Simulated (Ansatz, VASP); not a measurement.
In3O2 in VASP and in Ansatz

The input INCAR:

```
PREC     = Accurate       # precision mode
ENCUT    = 520            # plane-wave cutoff, eV
EDIFF    = 1E-7           # SCF threshold, eV
ISMEAR   = 0              # smearing method
SIGMA    = 0.1            # smearing width, eV
LREAL    = False          # projectors in reciprocal space
LASPH    = True           # aspherical terms in the spheres
NELM     = 150            # most SCF steps
ALGO     = Normal         # electronic algorithm
ISIF     = 2              # what is computed and relaxed
LWAVE    = False          # write WAVECAR
LCHARG   = True           # write CHGCAR
ISPIN    = 2              # spin polarisation
MAGMOM   = 0 0 0 1 1      # initial moments
LORBIT   = 11             # projections on sites
GGA      = PE             # functional
LELF     = True           # ELF
LVHAR    = True         
NBANDS   = 38             # bands
```

Contents of KPOINTS:

```
regular mesh
0
Gamma
  6 6 2
```

Contents of POSCAR:

```
In3O2
1.0
    3.5881354844      0.0000000000      0.0000000000
   -1.7940677422      3.1074164817      0.0000000000
    0.0000000000      0.0000000000     10.0243032599
In O
3 2
Direct
    0.0000000000      0.0000000000      0.6525307544
    0.0000000000      0.0000000000      0.3474692456
    0.6666666667      0.3333333333      0.0000000000
    0.6666666667      0.3333333333      0.5000000000
    0.3333333333      0.6666666667      0.0000000000
```

Input for Ansatz:

```yaml
crystal:
  lattice:
    - [3.5881354844, 0.0, 0.0]
    - [-1.7940677422, 3.1074164817, 0.0]
    - [0.0, 0.0, 10.0243032599]
  atoms:
    - { symbol: In, position: [0.0, 0.0, 0.6525307544] }
    - { symbol: In, position: [0.0, 0.0, 0.3474692456] }
    - { symbol: In, position: [0.6666666667, 0.3333333333, 0.0] }
    - { symbol: O, position: [0.6666666667, 0.3333333333, 0.5], spin: 1.0 }
    - { symbol: O, position: [0.3333333333, 0.6666666667, 0.0], spin: 1.0 }
basis:
  ecutwfc: 420
kpoints:
  mp_grid: { grid: [6, 6, 2] }
hamiltonian:
  xc: pbe
scf:
  occupations: { method: gaussian, width: 0.1 }
  lower_state_search: "off"
output:
  forces: true
  stress: true
  eigenvalues: true
  populations: true
magnetization:
  spin_polarized: true
```

Change from the starting cell: species swapped into the Fe3Ge2 type (P-6m2, No. 187).

Alike in both runs: task single point; functional PBE; k mesh 6 × 6 × 2; occupations gaussian, width 0.1 eV; collinear spin.

|  | VASP | Ansatz |
| --- | --- | --- |
| version | VASP 6.6.1 | Ansatz 0.2.0 |
| potentials or method | VASP PAW PBE potentials, release 64 (In_d, O), cutoff 520 eV | scalar-relativistic, plane waves, PAW |
| valence electrons in the cell | 51 | 51 |

```csv
,VASP,Ansatz,Ansatz less VASP
gap on the k mesh at the Fermi level (eV),none,none,-
pressure (GPa),0.1,0.0,-0.11
"traceless stress, the component that is largest in VASP (GPa)",-0.02,0.12,+0.138
rms of the force components (eV/Å),0.001,0.007,+0.0063
net moment per atom (μB),0.00,0.00,0.000
```

Atom by atom the forces differ by 0.006 eV/Å (rms over components). A gap of «none» marks a metal or a gap that the smearing closes. Ansatz's warnings: seeded moment not kept.
